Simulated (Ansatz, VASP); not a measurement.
## Re in VASP and in Ansatz

```xyz
1
Lattice="0.0198 1.9849 1.9849 1.9849 0.0198 1.9849 1.9849 1.9849 0.0198" Properties=species:S:1:pos:R:3 pbc="T T T"
Re    0.0000    0.0000    0.0000
```

Change from the starting cell: equal xy, yz and zx shear strains of +1 %.

Alike in both runs: task single point; functional PBE; k mesh 14 × 14 × 14; occupations fermi-dirac, width 0.03 eV; no spin polarisation.

|  | VASP | Ansatz |
| --- | --- | --- |
| version | VASP 6.6.1 | Ansatz 0.2.0 |
| potentials or method | VASP PAW PBE potentials, release 64 (Re), cutoff 520 eV | all-electron LAPW, scalar-relativistic |

VASP gave:

- pressure (GPa): -9.7
- traceless stress, the component that is largest in VASP (GPa): -1.54

Question: Which values does Ansatz return?

Answer: Pressure (GPa): -8.9; traceless stress, the component that is largest in VASP (GPa): -1.53.

Ansatz ran all-electron here, and VASP with PAW potentials.

Spin-orbit coupling is off throughout.
